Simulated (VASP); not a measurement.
# Ta6HN6F in VASP: a series of runs

The runs below take Ta6HN6F through single point, with PBE+D3(BJ).

All numbers are computed with VASP 6.6.1; they aren't measurements. Logs are shortened: lines on timing, memory, paths and dates and some standing lists are left out, and cuts for length are marked.

**1. The cell of the first run**

The cell holds a slab with vacuum, 14 atoms: a = 5.208 Å, b = 5.208 Å, c = 16.372 Å, α = 90.00°, β = 90.00°, γ = 120.00°.

**2. Single point, PBE+D3(BJ)**

INCAR reads:

```
  PREC = Accurate
  ENCUT = 520
  EDIFF = 1E-6
  ISMEAR = 0
  SIGMA = 0.05
  LREAL = False
  LASPH = True
  NELM = 100
  ALGO = Normal
  ISIF = 2
  LWAVE = False
  LCHARG = False
  GGA = PE
  IVDW = 12
  NBANDS = 65
```

KPOINTS reads:

```
regular mesh
0
Gamma
  2 2 1
```

POSCAR reads:

```
Ta6HN6F
1.0
    5.2084950000      0.0000000000      0.0000000000
   -2.6042480000      4.5106890000      0.0000000000
    0.0000000000      0.0000000000     16.3721220000
Ta N F H
6 6 1 1
Direct
    0.0000000000      0.0000000000      0.0610794000
    0.3329454240      0.6675429676      0.1363257018
    0.6683070683      0.3341981686      0.1358276716
   -0.0024386109     -0.0024839904      0.2366457152
    0.3273258047      0.6535636653      0.3172802906
    0.6669218010      0.3319521074      0.3177238143
    0.3923922000      0.0000000000      0.0610794000
    0.6076078000      0.6076078000      0.0610794000
    0.0000000000      0.3923922000      0.0610794000
    0.3854947336     -0.0044689083      0.2337645254
    0.6097139650      0.6108408730      0.2304737072
   -0.0030350591      0.3872284800      0.2307726031
   -0.5470028705     -0.0018907412      0.4049657956
   -0.0019487579      0.4565215492      0.3914864587
```

Potentials or basis: VASP PAW PBE potentials, release 64 (Ta_pv, N, F, H).

Started as:

```sh
> cat potpaw_PBE.64/Ta_pv/POTCAR potpaw_PBE.64/N/POTCAR potpaw_PBE.64/F/POTCAR potpaw_PBE.64/H/POTCAR > POTCAR
> mpirun -np 1 vasp_std > vasp.out
```

OUTCAR:

```text
PREC = Accurate
   ENCUT = 520
   EDIFF = 1E-6
   ISMEAR = 0
   LREAL = False
   LASPH = True
   NELM = 100
   ISIF = 2
   GGA = PE
   IVDW = 12
 IVDW          = 12

 ion  position               nearest neighbor table
   1  0.000  0.000  0.061-   8 2.04   7 2.04   9 2.04   4 2.87   3 3.24   3 3.24   2 3.24   2 3.25
                             2 3.25   3 3.25
   2  0.333  0.668  0.136-   7 2.02   9 2.02   8 2.03  11 2.23  12 2.24  10 2.25   5 2.96   3 3.00
                             3 3.01   3 3.02   1 3.24   1 3.25   1 3.25   4 3.42   4 3.42   4 3.44
   3  0.668  0.334  0.136-   9 2.01   8 2.02   7 2.02  12 2.22  11 2.24  10 2.29   6 2.98   2 3.00
                             2 3.01   2 3.02   1 3.24   1 3.24   1 3.25   4 3.42   4 3.43   4 3.45
   4  0.998  0.998  0.237-  11 2.02  10 2.03  12 2.03   1 2.87   5 3.24   6 3.28   6 3.28   6 3.30
                             5 3.30   5 3.31   3 3.42   2 3.42   2 3.42   3 3.43   2 3.44   3 3.45
   5  0.327  0.654  0.317-  14 1.93  12 2.12  13 2.13  11 2.14  10 2.14   2 2.96   6 2.98   6 2.98
                             6 3.06   4 3.24   4 3.30   4 3.31
   6  0.667  0.332  0.318-  14 1.93  13 2.09  10 2.13  12 2.14  11 2.16   3 2.98   5 2.98   5 2.98
                             5 3.06   4 3.28   4 3.28   4 3.30
   7  0.392  0.000  0.061-   2 2.02   3 2.02   1 2.04
   8  0.608  0.608  0.061-   3 2.02   2 2.03   1 2.04
   9  0.000  0.392  0.061-   3 2.01   2 2.02   1 2.04
  10  0.385  0.996  0.234-   4 2.03   6 2.13   5 2.14   2 2.25   3 2.29
  11  0.610  0.611  0.230-   4 2.02   5 2.14   6 2.16   2 2.23   3 2.24
  12  0.997  0.387  0.231-   4 2.03   5 2.12   6 2.14   3 2.22   2 2.24
  13  0.453  0.998  0.405-   6 2.09   5 2.13
  14  0.998  0.457  0.391-   5 1.93   6 1.93

  LATTYP: Found a hexagonal cell.
 ALAT       =     5.2084950000
 C/A-ratio  =     3.1433498544

  Lattice vectors:

 A1 = (   5.2084950000,   0.0000000000,   0.0000000000)
 A2 = (  -2.6042480000,   4.5106890000,   0.0000000000)
 A3 = (   0.0000000000,   0.0000000000,  16.3721220000)

Analysis of symmetry for initial positions (statically):
=====================================================================
 Subroutine PRICEL returns:
 Original cell was already a primitive cell.

 Routine SETGRP: Setting up the symmetry group for a
 hexagonal supercell.

 Subroutine GETGRP returns: Found  1 space group operations
 (whereof  1 operations were pure point group operations)
 out of a pool of 24 trial point group operations.

The static configuration has the point symmetry C_1 .

Analysis of symmetry for dynamics (positions and initial velocities):
=====================================================================
 Subroutine PRICEL returns:
 Original cell was already a primitive cell.

 Routine SETGRP: Setting up the symmetry group for a
 hexagonal supercell.

 Subroutine GETGRP returns: Found  1 space group operations
 (whereof  1 operations were pure point group operations)
 out of a pool of 24 trial point group operations.

The dynamic configuration has the point symmetry C_1 .

 Subroutine INISYM returns: Found  1 space group operations
 (whereof  1 operations are pure point group operations),
 and found     1 'primitive' translations

----------------------------------------------------------------------------------------

                                     Primitive cell

  volume of cell :     384.6450

  direct lattice vectors                    reciprocal lattice vectors
     5.208495000  0.000000000  0.000000000     0.191994041  0.110847832  0.000000000
    -2.604248000  4.510689000  0.000000000     0.000000000  0.221695621  0.000000000
     0.000000000  0.000000000 16.372122000     0.000000000  0.000000000  0.061079437

  length of vectors
     5.208495000  5.208495263 16.372122000     0.221695632  0.221695621  0.061079437

  position of ions in fractional coordinates (direct lattice)
     0.000000000  0.000000000  0.061079400
     0.332945424  0.667542968  0.136325702
     0.668307068  0.334198169  0.135827672
     0.997561389  0.997516010  0.236645715
     0.327325805  0.653563665  0.317280291
     0.666921801  0.331952107  0.317723814
     0.392392200  0.000000000  0.061079400
     0.607607800  0.607607800  0.061079400
     0.000000000  0.392392200  0.061079400
     0.385494734  0.995531092  0.233764525
     0.609713965  0.610840873  0.230473707
     0.996964941  0.387228480  0.230772603
     0.452997129  0.998109259  0.404965796
     0.998051242  0.456521549  0.391486459

[... 29 lines left out ...]
     0.000000000  0.110847811  0.000000000     0.000000000  0.500000000  0.000000000
     0.000000000  0.000000000  0.061079437     0.000000000  0.000000000  1.000000000

  Length of vectors
     0.110847816  0.110847811  0.061079437

  Shift w.r.t. Gamma in fractional coordinates (k-lattice)
     0.000000000  0.000000000  0.000000000

 Subroutine IBZKPT returns following result:
 ===========================================

 Found      4 irreducible k-points:

 Following reciprocal coordinates:
            Coordinates               Weight
  0.000000  0.000000  0.000000      1.000000
  0.500000  0.000000  0.000000      1.000000
  0.000000  0.500000  0.000000      1.000000
  0.500000  0.500000  0.000000      1.000000
   k-points           NKPTS =      4   k-points in BZ     NKDIM =      4   number of bands    NBANDS=     65
   number of dos      NEDOS =    301   number of ions     NIONS =     14
   total plane-waves  NPLWV = 201600
   dimension x,y,z NGX =    40 NGY =   40 NGZ =  126
   dimension x,y,z NGXF=    80 NGYF=   80 NGZF=  252
   ions per type =               6   6   1   1
   NGX,Y,Z   is equivalent  to a cutoff of  12.77, 12.77, 12.79 a.u.
   NGXF,Y,Z  is equivalent  to a cutoff of  25.53, 25.53, 25.59 a.u.
 SYSTEM =  unknown system
   PREC   = accura    normal or accurate (medium, high low for compatibility)
   ISTART =      0    job   : 0-new  1-cont  2-samecut
   ICHARG =      2    charge: 1-file 2-atom 10-const
   ISPIN  =      1    spin polarized calculation?
   LNONCOLLINEAR =      F non collinear calculations
   LSORBIT =      F    spin-orbit coupling
   LASPH  =      T    aspherical Exc in radial PAW
   ENCUT  =  520.0 eV  38.22 Ry    6.18 a.u.   9.68  9.68 30.44*2*pi/ulx,y,z
   NELM   =    100;   NELMIN=  2; NELMDL= -5     # of ELM steps
   EDIFF  = 0.1E-05   stopping-criterion for ELM
   LREAL  =      F    real-space projection
   EDIFFG = 0.1E-04   stopping-criterion for IOM
   NSW    =      0    number of steps for IOM
   IBRION =     -1    ionic relax: 0-MD 1-quasi-New 2-CG
   NFREE  =      0    steps in history (QN), initial steepest desc. (CG)
   ISIF   =      2    stress and relaxation
   ISYM   =      2    0-nonsym 1-usesym 2-fastsym
   POTIM  = 0.5000    time-step for ionic-motion
   TEBEG  =    0.0;   TEEND  =   0.0 temperature during run
   PSTRESS=    0.0 pullay stress
   NELECT =     104.0000    total number of electrons
   NUPDOWN=      -1.0000    fix difference up-down
   EMIN   =  10.00;   EMAX   =-10.00  energy-range for DOS
   EFERMI =   0.00;   METHOD = LEGACY
   ISMEAR =     0;   SIGMA  =   0.05  broadening in eV -4-tet -1-fermi 0-gaus
   EFERMI_NEDOS =   21; number of points for ismear=-14 and -15
   IALGO  =     38    algorithm
   IMIX   =      4    mixing-type and parameters
     AMIX     =   0.40;   BMIX     =  1.00
     AMIX_MAG =   1.60;   BMIX_MAG =  1.00
  volume/ion in A,a.u.               =      27.47       185.41
  Fermi-wavevector in a.u.,A,eV,Ry     =   1.058602  2.000467 15.247199  1.120637
  Thomas-Fermi vector in A             =   2.193917
   LORBIT       =      0    0 simple, 1 ext, 2 COOP (PROOUT), +10 PAW based schemes
   GGA     = PE    functional components
   LHFCALC =     F    Hartree Fock is set to
   AEXX    =    0.0000 exact exchange contribution
   IVDW    =    12    specifies the selected vdW correction
   LEPSILON=     F    determine dielectric tensor
   LRPA    =     F    only Hartree local field effects (RPA)
 non-spin polarized calculation
 Gauss-broadening in eV      SIGMA  =   0.05
  energy-cutoff  :      520.00
  volume of cell :      384.65
 maximum number of plane-waves:     10386
 NGX is ok and might be reduce to    40
   NGX = 19   NGY = 19   NGZ = 61

 number of electron     104.0000001 magnetization

 Free energy of the ion-electron system (eV)
  ---------------------------------------------------
  ext. energy  EPLUGINS =         0.00000000
  ---------------------------------------------------
  free energy    TOTEN  =      -136.89597095 eV

  energy without entropy =     -136.89478081  energy(sigma->0) =     -136.89537588

 E-fermi :  -0.2820     XC(G=0):  -6.0314

 val. band max:       -0.3624926532   @ k =   0.5000   0.5000   0.0000
 cond. band min:      -0.2031017137   @ k =   0.0000   0.0000   0.0000
 fundamental gap:      0.1593909395
 Fermi energy:        -0.2820491059

 k-point     1 :       0.0000    0.0000    0.0000
  band No.  band energies     occupation
      1     -35.8192      2.00000
      2     -35.6198      2.00000
      3     -35.5918      2.00000
      4     -35.5829      2.00000
      5     -35.5671      2.00000
      6     -35.4873      2.00000
[... 257 lines left out ...]
     63       3.2920      0.00000
     64       3.5489      0.00000
 [bands above 64 left out]

------------------------ aborting loop because EDIFF is reached ----------------------------------------

 Edisp (eV)   -3.37096

 E8    (eV) :    -1.5821

  FORCE on cell =-STRESS in cart. coord.  units (eV):
  Direction    XX          YY          ZZ          XY          YZ          ZX
  --------------------------------------------------------------------------------------
  -------------------------------------------------------------------------------------
  Total      -5.47647    -4.62305     0.42119     0.82567    -0.01746    -0.01645
  in kB     -22.81138   -19.25659     1.75442     3.43922    -0.07272    -0.06852
  external pressure =      -13.44 kB  Pullay stress =        0.00 kB

 VOLUME and BASIS-vectors are now :
 -----------------------------------------------------------------------------
  energy-cutoff  :      520.00
  volume of cell :      384.65
      direct lattice vectors                 reciprocal lattice vectors
     5.208495000  0.000000000  0.000000000     0.191994041  0.110847832  0.000000000
    -2.604248000  4.510689000  0.000000000     0.000000000  0.221695621  0.000000000
     0.000000000  0.000000000 16.372122000     0.000000000  0.000000000  0.061079437

 POSITION                                       TOTAL-FORCE (eV/Angst)
 -----------------------------------------------------------------------------------
      0.00000      0.00000      1.00000         0.005412     -0.073322      0.201044
     -0.00430      3.01108      2.23194        -0.003545     -0.002476      0.043045
      2.61054      1.50746      2.22379         0.001293      0.003150      0.048854
      2.59801      4.49948      3.87439         0.009790      0.009951     -0.006692
      0.00283      2.94802      5.19455         0.003036     -0.046577      0.017821
      2.60917      1.49733      5.20181        -0.007683      0.061272     -0.002496
      2.04377      0.00000      1.00000        -2.356972      0.052944     -0.039440
      1.58236      2.74073      1.00000         1.154952      2.108229     -0.161068
     -1.02189      1.76996      1.00000         1.194572     -2.082185     -0.203266
     -0.58476      4.49053      3.82722         0.014066     -0.005963     -0.003747
      1.58491      2.75531      3.77334         0.000052     -0.015354      0.009885
      4.18425      1.74667      3.77824        -0.009384     -0.001349      0.006575
     -0.23989      4.50216      6.63015        -0.010571     -0.008917      0.077847
      4.00945      2.05923      6.40946         0.004982      0.000598      0.011638
 -----------------------------------------------------------------------------------
    total drift:                                0.000740     -0.000577     -0.000148

  FREE ENERGIE OF THE ION-ELECTRON SYSTEM (eV)
  ---------------------------------------------------
  free  energy   TOTEN  =      -140.2669270761 eV

  energy  without entropy=     -140.2657369301  energy(sigma->0) =     -140.26633200
```

It took 3.6 min on 1 thread of Intel Xeon Platinum 8488C (Sapphire Rapids), shared host; peak memory 0.53 GiB.

Results:

* Free energy: -140.2669 eV
* Largest force: 2.409 eV/Å
* Band gap on the k mesh: zero (bands 52 and 53 overlap by 0.16 eV)
* Dispersion energy per atom: -0.241 eV

Forces on the atoms (eV/Å):
```
Ta   0.005 -0.073  0.201
Ta  -0.004 -0.002  0.043
Ta   0.001  0.003  0.049
Ta   0.010  0.010 -0.007
Ta   0.003 -0.047  0.018
Ta  -0.008  0.061 -0.002
N   -2.357  0.053 -0.039
N    1.155  2.108 -0.161
N    1.195 -2.082 -0.203
N    0.014 -0.006 -0.004
N    0.000 -0.015  0.010
N   -0.009 -0.001  0.007
F   -0.011 -0.009  0.078
H    0.005  0.001  0.012
```

Caveat: the k points lie up to 0.70 Å⁻¹ apart; there is no dipole correction, which matters where the two faces differ; spin-orbit coupling is left out, which moves the levels of the heavy elements.

**3. Single point, PBE+D3(BJ)**

INCAR reads:

```
SYSTEM = Ta6HN6F
  PREC = Accurate
  ENCUT = 520
  EDIFF = 1E-7
  ISMEAR = 0
  SIGMA = 0.05
  LREAL = .False.
  LASPH = .True.
  NELM = 80
  ALGO = Normal
  ISIF = 2
  LWAVE = .False.
  LCHARG = .False.
  GGA = PE
  IVDW = 12
  NBANDS = 65
```

KPOINTS reads:

```
Automatic mesh
0
Gamma
  2 2 1
  0 0 0
```

POSCAR reads:

```
Ta6HN6F
1.0
    5.2084950000      0.0000000000      0.0000000000
   -2.6042480000      4.5106890000      0.0000000000
    0.0000000000      0.0000000000     16.3721220000
Ta N F H
6 6 1 1
Direct
    0.0000000000      0.0000000000      0.0610794400
    0.3342163791      0.6683074954      0.1357900462
    0.6674846396      0.3328610712      0.1362985588
   -0.0025599967     -0.0024720067      0.2366122264
    0.3318712676      0.6665587229      0.3176924654
    0.6533706459      0.3269592495      0.3172896803
    0.3923922100      0.0000000000      0.0610794400
    0.6076079500      0.6076078900      0.0610794400
    0.0000000400      0.3923922100      0.0610794400
    0.3869301328     -0.0033442483      0.2307899440
    0.6107818364      0.6096800530      0.2304983451
   -0.0046786574      0.3853800895      0.2337265402
   -0.0021491649      0.4529652617      0.4049349835
    0.4564326818      0.9977093830      0.3915087261
```

Potentials or basis: VASP PAW PBE potentials, release 64 (Ta_pv, N, F, H).

Started as:

```sh
> cat potpaw_PBE.64/Ta_pv/POTCAR potpaw_PBE.64/N/POTCAR potpaw_PBE.64/F/POTCAR potpaw_PBE.64/H/POTCAR > POTCAR
> mpirun -np 1 vasp_std > vasp.out
```

Wall time 3.4 min (1 thread of Intel Xeon Platinum 8488C (Sapphire Rapids), shared host); peak memory 0.53 GiB.

Results (log left out):

```yaml
Free_energy: -140.2669 eV
Largest_force: 2.412 eV/Å
Band_gap_on_the_k_mesh: zero (bands 52 and 53 overlap by 0.16 eV)
Dispersion_energy_per_atom: -0.241 eV
```

Forces in eV/Å, atoms in the order of the input:
```
Ta  -0.067 -0.031  0.201
Ta  -0.002 -0.007  0.065
Ta  -0.003  0.003  0.059
Ta   0.000  0.005  0.000
Ta   0.048  0.032  0.002
Ta  -0.046 -0.015  0.009
N   -2.401 -0.009 -0.212
N    1.252  2.054 -0.169
N    1.222 -2.017 -0.047
N    0.013 -0.002  0.002
N   -0.008 -0.012  0.002
N   -0.008  0.012 -0.004
F    0.001 -0.016  0.083
H   -0.001  0.002  0.009
```

Levels at points of the mesh, in eV from the Fermi level:
```tsv
k point	band 49	band 50	band 51	band 52	band 53	band 54	band 55	band 56
(0.00, 0.00, 0.00)	-0.94	-0.73	-0.11	0.08	0.21	0.44	1.72	1.92
(0.50, 0.00, 0.00)	-1.29	-1.03	-0.53	-0.31	0.37	0.83	1.54	1.86
(0.00, 0.50, 0.00)	-1.28	-1.10	-0.42	-0.25	0.31	0.81	1.64	1.69
(0.50, 0.50, 0.00)	-1.28	-1.07	-0.30	-0.24	-0.08	0.46	1.58	1.86
```

Caveat: the k points lie up to 0.70 Å⁻¹ apart; there is no dipole correction, which matters where the two faces differ; spin-orbit coupling is left out, which moves the levels of the heavy elements.

**4. Single point, PBE+D3(BJ)**

INCAR reads:

```
SYSTEM = Ta6HN6F
PREC     = Accurate       ! precision mode
ENCUT    = 520            ! plane-wave cutoff, eV
EDIFF    = 1E-7           ! SCF threshold, eV
ISMEAR   = 0              ! smearing method
SIGMA    = 0.05           ! smearing width, eV
LREAL    = .False.        ! projectors in reciprocal space
LASPH    = .True.         ! aspherical terms in the spheres
NELM     = 80             ! most SCF steps
ALGO     = Normal         ! electronic algorithm
ISIF     = 2              ! what is computed and relaxed
LWAVE    = .False.        ! write WAVECAR
LCHARG   = .False.        ! write CHGCAR
GGA      = PE             ! functional
IVDW     = 12             ! dispersion correction
NBANDS   = 65             ! bands
```

KPOINTS reads:

```
regular mesh
0
Gamma
  2 2 1
  0 0 0
```

POSCAR reads:

```
Ta6HN6F
1.0
    5.2084950000      0.0000000000      0.0000000000
   -2.6042480000      4.5106890000      0.0000000000
    0.0000000000      0.0000000000     16.3721220000
Ta N F H
6 6 1 1
Direct
    0.0000000000      0.0000000000      0.0610793763
    0.3329454285      0.6675430295      0.1363257005
    0.6683070466      0.3341981680      0.1358276587
   -0.0024387488     -0.0024840994      0.2366457445
    0.3273257662      0.6535635687      0.3172803134
    0.6669217833      0.3319521696      0.3177238112
    0.3923922361      0.0000000000      0.0610793763
    0.6076078602      0.6076078400      0.0610793763
   -0.0000000964      0.3923921600      0.0610793763
    0.3854948063     -0.0044689403      0.2337645053
    0.6097139390      0.6108408272      0.2304737285
   -0.0030350700      0.3872284256      0.2307725901
   -0.5470029675     -0.0018908420      0.4049657705
   -0.0019486460      0.4565216090      0.3914864548
```

Started as:

```sh
> cat potpaw_PBE.64/Ta_pv/POTCAR potpaw_PBE.64/N/POTCAR potpaw_PBE.64/F/POTCAR potpaw_PBE.64/H/POTCAR > POTCAR
> mpirun -np 1 vasp_std > vasp.out
```

It took 3.4 min on 1 thread of Intel Xeon Platinum 8488C (Sapphire Rapids), shared host; peak memory 0.53 GiB.

Results (log left out):

| Property | Result |
| --- | --- |
| Free energy | -140.2669 eV |
| Largest force | 2.409 eV/Å |
| Band gap on the k mesh | zero (bands 52 and 53 overlap by 0.16 eV) |
| Dispersion energy per atom | -0.241 eV |

Forces in eV/Å, atoms in the order of the input:
```
Ta   0.005 -0.073  0.201
Ta  -0.004 -0.002  0.043
Ta   0.001  0.003  0.049
Ta   0.010  0.010 -0.007
Ta   0.003 -0.047  0.018
Ta  -0.008  0.061 -0.003
N   -2.357  0.053 -0.039
N    1.155  2.108 -0.161
N    1.195 -2.082 -0.203
N    0.014 -0.006 -0.004
N    0.000 -0.015  0.010
N   -0.009 -0.001  0.007
F   -0.011 -0.009  0.078
H    0.005  0.001  0.012
```

Levels at points of the mesh, in eV from the Fermi level:
```csv
k point,band 50,band 51,band 52,band 53,band 54,band 55
"(0.00, 0.00, 0.00)",-0.73,-0.11,0.08,0.21,0.44,1.72
"(0.50, 0.00, 0.00)",-1.10,-0.42,-0.25,0.31,0.81,1.64
"(0.00, 0.50, 0.00)",-1.03,-0.54,-0.31,0.37,0.83,1.54
"(0.50, 0.50, 0.00)",-1.07,-0.30,-0.24,-0.08,0.46,1.58
```

Caveat: the k points lie up to 0.70 Å⁻¹ apart; there is no dipole correction, which matters where the two faces differ; spin-orbit coupling is left out, which moves the levels of the heavy elements.

[end of part 1 of 2]

The gap in the log of VASP goes by the Fermi energy; the results here count the filled bands.